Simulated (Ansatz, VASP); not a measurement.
LiNbO3 in VASP and in Ansatz

```
Li Nb O
1.0
     2.61911    1.51215    4.71894
    -2.61911    1.51215    4.71894
     0.00000   -3.02429    4.71894
Li Nb O
2 2 6
Direct
  0.28337 0.28337 0.28337
  0.78337 0.78337 0.78337
  0.00076 0.00076 0.00076
  0.50076 0.50076 0.50076
  0.11702 0.34895 0.72172
  0.72172 0.11702 0.34895
  0.34895 0.72172 0.11702
  0.22172 0.84895 0.61702
  0.84895 0.61702 0.22172
  0.61702 0.22172 0.84895
```

Alike in both runs: functional r2SCAN; k mesh 6 × 6 × 6; occupations fermi-dirac, width 0.02 eV; no spin polarisation.

Ansatz relaxed the structure, and its values are those at the end. VASP's run is a single point on that final structure, the one shown.

```csv
,VASP,Ansatz
version,VASP 6.6.1,Ansatz 0.2.0
potentials or method,"VASP PAW PBE potentials, release 64 (Li_sv, Nb_sv, O), cutoff 520 eV",PAW plane waves
valence electrons in the cell,68,68
```

|  | VASP | Ansatz | Ansatz less VASP |
| --- | --- | --- | --- |
| gap on the k mesh at the Fermi level (eV) | 3.98 | 4.00 | +0.013 |
| rms of the force components (eV/Å) | 0.024 | 0.000 | -0.0240 |

VASP's potentials were made for PBE, not for r2SCAN. Ansatz's warnings: stress scf threshold loose.

Noted on VASP's run: the cutoff is under 1.25 times that of the potentials, so the pressure is a little rough.
